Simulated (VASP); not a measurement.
A run of VASP 6.6.1:

INCAR

```
ALGO     = Normal         # electronic algorithm
EDIFF    = 1E-6           # SCF threshold, eV
ENCUT    = 520            # plane-wave cutoff, eV
GGA      = PE             # functional
ISIF     = 2              # what is computed and relaxed
ISMEAR   = -1             # smearing method
LASPH    = True           # aspherical terms in the spheres
LCHARG   = False          # write CHGCAR
LREAL    = False          # projectors in reciprocal space
LWAVE    = False          # write WAVECAR
NBANDS   = 29             # bands
NELM     = 80             # most SCF steps
PREC     = Accurate       # precision mode
SIGMA    = 0.05           # smearing width, eV
```

The input KPOINTS:

```
k-points
0
Gamma
  7 7 7
```

File POSCAR:

```
ZrSi2
1.0
    1.8530000000     -7.3675000000      0.0000000000
    1.8530000000      7.3675000000      0.0000000000
    0.0000000000      0.0000000000      3.6720000000
Zr Si
2 4
Direct
    0.1054000000      0.8946000000      0.2500000000
    0.8946000000      0.1054000000      0.7500000000
    0.7504000000      0.2496000000      0.2500000000
    0.2496000000      0.7504000000      0.7500000000
    0.4478000000      0.5522000000      0.2500000000
    0.5522000000      0.4478000000      0.7500000000
```

Potentials or basis: VASP PAW PBE potentials, release 64 (Zr_sv, Si).

Launch:

```bash
$ cat potpaw_PBE.64/Zr_sv/POTCAR potpaw_PBE.64/Si/POTCAR > POTCAR
$ mpirun -np 1 vasp_std > vasp.out
```

Hardware: 1 thread of Intel(R) Xeon(R) Platinum 8259CL CPU @ 2.50GHz (Skylake/Cascade Lake), on a shared host.

Problem. Estimate the wall time of this run.

Solution. Wall time 3.8 min on 1 thread of Intel(R) Xeon(R) Platinum 8259CL CPU @ 2.50GHz (Skylake/Cascade Lake), on a shared host, peak memory 0.39 GiB. Counts: scf iterations 14, k points 64.
